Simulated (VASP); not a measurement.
# PtSe2 in VASP: a series of runs

Runs on PtSe2. Level: PBE+D3(BJ). Tasks: single point.

Program: VASP 6.6.1. These are calculated values, not measurements. Logs are shortened: lines on timing, memory, paths and dates and some standing lists are left out, and cuts for length are marked.

### 1 The cell of the first run

The cell holds a slab with vacuum, 6 atoms: a = 3.707 Å, b = 3.707 Å, c = 22.798 Å, α = 90.00°, β = 90.00°, γ = 120.00°.

### 2 Single point, PBE+D3(BJ)

Contents of INCAR:

```
SYSTEM = PtSe2
PREC = Accurate
ENCUT = 520
EDIFF = 1E-7
ISMEAR = 0
SIGMA = 0.05
LREAL = .False.
LASPH = .True.
NELM = 80
ALGO = Normal
ISIF = 2
LWAVE = .False.
LCHARG = .False.
LDIPOL = .True.
IDIPOL = 3
DIPOL = 0.5 0.5 0.382
GGA = PE
IVDW = 12
NBANDS = 31
```

Contents of KPOINTS:

```
regular mesh
0
Gamma
  9 9 1
  0 0 0
```

Contents of POSCAR:

```
PtSe2
1.0
    3.7070357730      0.0000000000      0.0000000000
   -1.8535178865      3.2103871521      0.0000000000
    0.0000000000      0.0000000000     22.7981619012
Se Pt
4 2
Direct
    0.6666666667      0.3333333333      0.1973843339
    0.3333333333      0.6666666667      0.3135814625
    0.8333333333      1.0000000000      0.4499959688
    0.5000000000      1.3333333333      0.5661930974
    0.0000000000      0.0000000000      0.2554828982
    0.1666666667      0.6666666667      0.5080945331
```

Potentials or basis: VASP PAW PBE potentials, release 64 (Se, Pt).

Command:

```bash
cat potpaw_PBE.64/Se/POTCAR potpaw_PBE.64/Pt/POTCAR > POTCAR
mpirun -np 1 vasp_std > vasp.out
```

OUTCAR:

```text
SYSTEM = PtSe2
   PREC = Accurate
   ENCUT = 520
   EDIFF = 1E-7
   ISMEAR = 0
   LREAL = .False.
   LASPH = .True.
   NELM = 80
   ISIF = 2
   GGA = PE
   IVDW = 12
 IVDW          = 12

 ion  position               nearest neighbor table
   1  0.667  0.333  0.197-   5 2.52   5 2.52   5 2.52
   2  0.333  0.667  0.314-   5 2.52   5 2.52   5 2.52
   3  0.833  0.000  0.450-   6 2.52   6 2.52   6 2.52
   4  0.500  0.333  0.566-   6 2.52   6 2.52   6 2.52
   5  0.000  0.000  0.255-   2 2.52   1 2.52   2 2.52   1 2.52   2 2.52   1 2.52
   6  0.167  0.667  0.508-   4 2.52   3 2.52   3 2.52   3 2.52   4 2.52   4 2.52

  LATTYP: Found a hexagonal cell.
 ALAT       =     3.7070357730
 C/A-ratio  =     6.1499708385

  Lattice vectors:

 A1 = (   3.7070357730,   0.0000000000,   0.0000000000)
 A2 = (  -1.8535178865,   3.2103871521,   0.0000000000)
 A3 = (   0.0000000000,   0.0000000000,  22.7981619012)

Analysis of symmetry for initial positions (statically):
=====================================================================
 Subroutine PRICEL returns:
 Original cell was already a primitive cell.

 Routine SETGRP: Setting up the symmetry group for a
 hexagonal supercell.

 Subroutine GETGRP returns: Found  2 space group operations
 (whereof  1 operations were pure point group operations)
 out of a pool of 24 trial point group operations.

The static configuration has the point symmetry C_1 .
 The point group associated with its full space group is S_2 .

Analysis of symmetry for dynamics (positions and initial velocities):
=====================================================================
 Subroutine PRICEL returns:
 Original cell was already a primitive cell.

 Routine SETGRP: Setting up the symmetry group for a
 hexagonal supercell.

 Subroutine GETGRP returns: Found  2 space group operations
 (whereof  1 operations were pure point group operations)
 out of a pool of 24 trial point group operations.

The dynamic configuration has the point symmetry C_1 .
 The point group associated with its full space group is S_2 .

 Subroutine INISYM returns: Found  2 space group operations
 (whereof  1 operations are pure point group operations),
 and found     1 'primitive' translations

----------------------------------------------------------------------------------------

                                     Primitive cell

  volume of cell :     271.3214

  direct lattice vectors                    reciprocal lattice vectors
     3.707035773  0.000000000  0.000000000     0.269757310  0.155744456  0.000000000
    -1.853517886  3.210387152  0.000000000     0.000000000  0.311488912  0.000000000
     0.000000000  0.000000000 22.798161901     0.000000000  0.000000000  0.043863185

  length of vectors
     3.707035773  3.707035773 22.798161901     0.311488912  0.311488912  0.043863185

  position of ions in fractional coordinates (direct lattice)
     0.666666667  0.333333333  0.197384334
     0.333333333  0.666666667  0.313581462
     0.833333333  0.000000000  0.449995969
     0.500000000  0.333333333  0.566193097
     0.000000000  0.000000000  0.255482898
     0.166666667  0.666666667  0.508094533

  ion indices of the primitive-cell ions
   primitive index   ion index
                 1           1
                 2           2
                 3           3
                 4           4
                 5           5
                 6           6

----------------------------------------------------------------------------------------

 KPOINTS: regular mesh

Automatic generation of k-mesh.
 Grid dimensions read from file:
 generate k-points for:    9    9    1

 Generating k-lattice:

  Cartesian coordinates                     Fractional coordinates (reciprocal lattice)
     0.029973034  0.017304940  0.000000000     0.111111111  0.000000000  0.000000000
     0.000000000  0.034609879  0.000000000     0.000000000  0.111111111  0.000000000
     0.000000000  0.000000000  0.043863185     0.000000000  0.000000000  1.000000000

  Length of vectors
     0.034609879  0.034609879  0.043863185

  Shift w.r.t. Gamma in fractional coordinates (k-lattice)
     0.000000000  0.000000000  0.000000000

 Subroutine IBZKPT returns following result:
 ===========================================

 Found     41 irreducible k-points:

 Following reciprocal coordinates:
            Coordinates               Weight
  0.000000  0.000000  0.000000      1.000000
  0.111111  0.000000  0.000000      2.000000
  0.000000  0.111111  0.000000      2.000000
 -0.111111  0.111111  0.000000      2.000000
  0.222222 -0.000000  0.000000      2.000000
  0.000000  0.222222  0.000000      2.000000
[... 16 lines left out ...]
  0.333333  0.111111  0.000000      2.000000
 -0.111111  0.444444  0.000000      2.000000
 [... further k-points ...]
   k-points           NKPTS =     41   k-points in BZ     NKDIM =     41   number of bands    NBANDS=     31
   number of dos      NEDOS =    301   number of ions     NIONS =      6
   total plane-waves  NPLWV = 141120
   dimension x,y,z NGX =    28 NGY =   28 NGZ =  180
   dimension x,y,z NGXF=    56 NGYF=   56 NGZF=  360
   ions per type =               4   2
   NGX,Y,Z   is equivalent  to a cutoff of  12.56, 12.56, 13.13 a.u.
   NGXF,Y,Z  is equivalent  to a cutoff of  25.11, 25.11, 26.25 a.u.
 SYSTEM =  PtSe2
   PREC   = accura    normal or accurate (medium, high low for compatibility)
   ISTART =      0    job   : 0-new  1-cont  2-samecut
   ICHARG =      2    charge: 1-file 2-atom 10-const
   ISPIN  =      1    spin polarized calculation?
   LNONCOLLINEAR =      F non collinear calculations
   LSORBIT =      F    spin-orbit coupling
   LASPH  =      T    aspherical Exc in radial PAW
   ENCUT  =  520.0 eV  38.22 Ry    6.18 a.u.   6.89  6.89 42.39*2*pi/ulx,y,z
   NELM   =     80;   NELMIN=  2; NELMDL= -5     # of ELM steps
   EDIFF  = 0.1E-06   stopping-criterion for ELM
   LREAL  =      F    real-space projection
   EDIFFG = 0.1E-05   stopping-criterion for IOM
   NSW    =      0    number of steps for IOM
   IBRION =     -1    ionic relax: 0-MD 1-quasi-New 2-CG
   NFREE  =      0    steps in history (QN), initial steepest desc. (CG)
   ISIF   =      2    stress and relaxation
   ISYM   =      2    0-nonsym 1-usesym 2-fastsym
   POTIM  = 0.5000    time-step for ionic-motion
   TEBEG  =    0.0;   TEEND  =   0.0 temperature during run
   PSTRESS=    0.0 pullay stress
   NELECT =      44.0000    total number of electrons
   NUPDOWN=      -1.0000    fix difference up-down
   EMIN   =  10.00;   EMAX   =-10.00  energy-range for DOS
   EFERMI =   0.00;   METHOD = LEGACY
   ISMEAR =     0;   SIGMA  =   0.05  broadening in eV -4-tet -1-fermi 0-gaus
   EFERMI_NEDOS =   21; number of points for ismear=-14 and -15
   IALGO  =     38    algorithm
   IMIX   =      4    mixing-type and parameters
     AMIX     =   0.40;   BMIX     =  1.00
     AMIX_MAG =   1.60;   BMIX_MAG =  1.00
  volume/ion in A,a.u.               =      45.22       305.16
  Fermi-wavevector in a.u.,A,eV,Ry     =   0.892752  1.687058 10.843938  0.797007
  Thomas-Fermi vector in A             =   2.014742
   LORBIT       =      0    0 simple, 1 ext, 2 COOP (PROOUT), +10 PAW based schemes
   GGA     = PE    functional components
   LHFCALC =     F    Hartree Fock is set to
   AEXX    =    0.0000 exact exchange contribution
   IVDW    =    12    specifies the selected vdW correction
   LEPSILON=     F    determine dielectric tensor
   LRPA    =     F    only Hartree local field effects (RPA)
 non-spin polarized calculation
 Gauss-broadening in eV      SIGMA  =   0.05
  energy-cutoff  :      520.00
  volume of cell :      271.32
 maximum number of plane-waves:      7334
   NGX = 13   NGY = 13   NGZ = 85

 dipolmoment           0.000000      0.000000      0.000001 electrons x Angstroem

 number of electron      44.0000001 magnetization

 dipolmoment           0.000000      0.000000     -0.000000 electrons x Angstroem

 Free energy of the ion-electron system (eV)
  ---------------------------------------------------
  ext. energy  EPLUGINS =         0.00000000
  ---------------------------------------------------
  free energy    TOTEN  =       -28.53653179 eV

  energy without entropy =      -28.53653179  energy(sigma->0) =      -28.53653179

 E-fermi :   0.0269     XC(G=0):  -5.4506

 val. band max:       -0.2447162054   @ k =   0.0000   0.1111   0.0000
 cond. band min:       0.4993421276   @ k =  -0.2222   0.2222   0.0000
 fundamental gap:      0.7440583331
 Fermi energy:         0.0268931642

 k-point     1 :       0.0000    0.0000    0.0000
  band No.  band energies     occupation
      1     -14.8028      2.00000
      2     -14.6906      2.00000
      3     -13.0869      2.00000
      4     -12.8777      2.00000
      5      -6.1238      2.00000
      6      -5.7862      2.00000
[... 23 lines left out ...]
     30       4.8278      0.00000
     31       5.0021      0.00000

 k-point     2 :       0.1111    0.0000    0.0000
  band No.  band energies     occupation
      1     -14.6699      2.00000
      2     -14.5589      2.00000
      3     -13.0839      2.00000
      4     -12.8912      2.00000
      5      -6.0304      2.00000
      6      -5.8021      2.00000
[... 23 lines left out ...]
     30       5.4966      0.00000
     31       5.6040      0.00000

 k-point     3 :       0.0000    0.1111    0.0000
  band No.  band energies     occupation
      1     -14.6703      2.00000
      2     -14.5586      2.00000
      3     -13.0844      2.00000
      4     -12.8906      2.00000
      5      -6.0280      2.00000
      6      -5.7993      2.00000
[... 703 lines left out ...]
     30       6.4336      0.00000
     31       6.7793      0.00000

 k-point    24 :      -0.1111    0.4444    0.0000
  band No.  band energies     occupation
      1     -13.5217      2.00000
      2     -13.4275      2.00000
      3     -13.0886      2.00000
      4     -13.0105      2.00000
      5      -6.4108      2.00000
      6      -6.2980      2.00000
[... 23 lines left out ...]
     30       6.4258      0.00000
     31       6.7792      0.00000

 [... further k-points ...]

------------------------ aborting loop because EDIFF is reached ----------------------------------------

 vacuum level on the upper side and lower side of the slab       (xc-potential included)        -0.064        -0.063

 Edisp (eV)   -2.14137

 E8    (eV) :    -0.9492

  FORCE on cell =-STRESS in cart. coord.  units (eV):
  Direction    XX          YY          ZZ          XY          YZ          ZX
  --------------------------------------------------------------------------------------
  -------------------------------------------------------------------------------------
  Total      -0.10085    -0.00935    -0.35404     0.05071     0.13848     0.19947
  in kB      -0.59553    -0.05523    -2.09062     0.29947     0.81773     1.17790
  external pressure =       -0.91 kB  Pullay stress =        0.00 kB

 VOLUME and BASIS-vectors are now :
 -----------------------------------------------------------------------------
  energy-cutoff  :      520.00
  volume of cell :      271.32
      direct lattice vectors                 reciprocal lattice vectors
     3.707035773  0.000000000  0.000000000     0.269757310  0.155744456  0.000000000
    -1.853517886  3.210387152  0.000000000     0.000000000  0.311488912  0.000000000
     0.000000000  0.000000000 22.798161901     0.000000000  0.000000000  0.043863185

 POSITION                                       TOTAL-FORCE (eV/Angst)
 -----------------------------------------------------------------------------------
      1.85352      1.07013      4.50000        -0.017854     -0.015861     -0.015963
     -0.00000      2.14026      7.14908        -0.023120     -0.031739     -0.001560
      3.08920      0.00000     10.25908         0.023120      0.031739      0.001560
      1.23568      1.07013     12.90816         0.017854      0.015861      0.015963
      0.00000      0.00000      5.82454         0.003772      0.016332      0.077635
     -0.61784      2.14026     11.58362        -0.003772     -0.016332     -0.077635
 -----------------------------------------------------------------------------------
    total drift:                                0.000003      0.000005     -0.000027

  FREE ENERGIE OF THE ION-ELECTRON SYSTEM (eV)
  ---------------------------------------------------
  free  energy   TOTEN  =       -30.6778981051 eV

  energy  without entropy=      -30.6778981051  energy(sigma->0) =      -30.67789811

 vacuum level on the upper side and lower side of the slab         4.924         4.924
```

Run time: 6.5 min. Hardware: 1 thread of Intel Xeon Platinum 8488C (Sapphire Rapids), shared host; peak memory 0.56 GiB.

Results:

| Property | Result |
| --- | --- |
| Free energy | -30.6779 eV |
| Largest force | 0.079 eV/Å |
| Band gap on the k mesh | 0.74 eV, indirect (least direct gap 1.04 eV) |
| Dispersion energy per atom | -0.357 eV |

Forces on the atoms (eV/Å):
```
Se  -0.018 -0.016 -0.016
Se  -0.023 -0.032 -0.002
Se   0.023  0.032  0.002
Se   0.018  0.016  0.016
Pt   0.004  0.016  0.078
Pt  -0.004 -0.016 -0.078
```

Caveat: spin-orbit coupling is left out, which moves the levels of the heavy elements.

[end of part 1 of 2]
